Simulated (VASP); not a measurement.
GaN, 14 atoms in the cell. The cell holds an amorphous packing of atoms, 14 atoms: a = 5.476 Å, b = 5.747 Å, c = 5.589 Å, α = 90.20°, β = 95.41°, γ = 92.01°. 

| Quantity | Value |
| --- | --- |
| Program | VASP 6.6.1 |
| Task | single point |
| Functional | PBE |
| Potentials or basis | VASP PAW PBE potentials, release 64 (Ga_d, N) |
| Cutoff | 520 eV |
| k mesh | 1 × 1 × 1, shifted |
| Occupations | fermi-dirac, width 0.1379 eV |
| Spin | no spin polarisation |
| Dipole correction | no |
| Further INCAR settings | ALGO = Normal; EDIFF = 1e-06; NBANDS = 76; ISYM = 0 |

Potentials or basis: VASP PAW PBE potentials, release 64 (Ga_d, N).

Launch:

```sh
$ cat potpaw_PBE.64/Ga_d/POTCAR potpaw_PBE.64/N/POTCAR > POTCAR
$ mpirun -np 1 vasp_std > vasp.out
```

Hardware: 1 thread of Intel(R) Xeon(R) 6975P-C (Granite Rapids), on a shared host.

Question: Estimate the wall time of this run.

Answer: Run time: 22 s on 1 thread of Intel(R) Xeon(R) 6975P-C (Granite Rapids), on a shared host, peak memory 0.25 GiB. Counts: scf iterations 18, k points 1.
